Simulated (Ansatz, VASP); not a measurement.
## Two plane-wave programs on TiC

```
Ti C
1.0
     0.00000    1.88222    2.16646
     2.45070    0.00000    2.16646
     2.45070    1.88222    0.00000
Ti C
1 1
Cartesian
  0.0000 0.0000 0.0000
  2.4507 1.8822 2.1665
```

Change from the starting cell: strain +0.1312 x Voigt [1, -1, 0, 0, 0, 0], atoms carried along.

Alike in both runs: task single point; functional PBE; k mesh 24 × 24 × 24; occupations gaussian, width 0.15 eV; no spin polarisation.

|  | VASP | Ansatz |
| --- | --- | --- |
| version | VASP 6.6.1 | Ansatz 0.2.0 |
| potentials or method | VASP PAW PBE potentials, release 64 (Ti_sv, C), cutoff 520 eV | scalar-relativistic, plane waves, PAW |
| valence electrons in the cell | 16 | 16 |

VASP gave:

| Property | Result |
| --- | --- |
| gap on the k mesh at the Fermi level (eV) | none |
| pressure (GPa) | 30.1 |
| traceless stress, the component that is largest in VASP (GPa) | 80.19 |

Q: Which values does Ansatz return?

A: gap on the k mesh at the Fermi level (eV): none; pressure (GPa): 30.1; traceless stress, the component that is largest in VASP (GPa): 80.17.

A gap of «none» marks a metal or a gap that the smearing closes. Both programs put the cell under a high pressure, so it lies far from rest at this level.
